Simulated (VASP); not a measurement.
Wanted: the native input for a VASP 6.6.1 run.

| Property | Result |
| --- | --- |
| Task | single point |
| Functional | PBE |
| Potentials or basis | VASP PAW PBE potentials, release 64 (Cd, H) |
| Cutoff | 520 eV |
| k mesh | 6 × 6 × 6 |
| Occupations | gaussian, width 0.1 eV |
| Spin | no spin polarisation |
| Dipole correction | no |
| Further INCAR settings | ALGO = Normal; EDIFF = 1e-06; NBANDS = 14 |

The structure of CdH2 lies in POSCAR:

```
CdH2
1.0
    1.7309974000      0.9993918200      5.6534138400
   -1.7309974000      0.9993918200      5.6534138400
    0.0000000000     -1.9987836300      5.6534138400
Cd H
1 2
Direct
    0.0000000000      0.0000000000      0.0000000000
    0.2500000000      0.2500000000      0.2500000000
    0.7500000000      0.7500000000      0.7500000000
```

This cell differs from its parent crystal: atoms taken out.

The input as run:

INCAR

```
PREC = Accurate ; ENCUT = 520
EDIFF = 1E-6 ; ISMEAR = 0
SIGMA = 0.1 ; LREAL = False
LASPH = True ; NELM = 60
ALGO = Normal ; ISIF = 2
LWAVE = False ; LCHARG = False
GGA = PE ; NBANDS = 14
```

KPOINTS

```
Automatic mesh
0
Gamma
  6 6 6
```

Potentials or basis: VASP PAW PBE potentials, release 64 (Cd, H).

Run with:

```sh
$ cat potpaw_PBE.64/Cd/POTCAR potpaw_PBE.64/H/POTCAR > POTCAR
$ mpirun -np 1 vasp_std > vasp.out
```

Results of the run:

* Pressure: -8.9 GPa
* Largest force: 1.163 eV/Å
* Band gap on the k mesh: 1.36 eV (least direct gap 1.83 eV)

Caveat: the cell differs from its parent crystal (atoms taken out); the cell stands under tension; forces of over 1 eV/Å act on the atoms, so gaps and moduli don't describe the material at rest.

Run time: 34 s on 1 thread of Intel(R) Xeon(R) Platinum 8559C (Emerald Rapids) (shared host), peak memory 0.31 GiB.
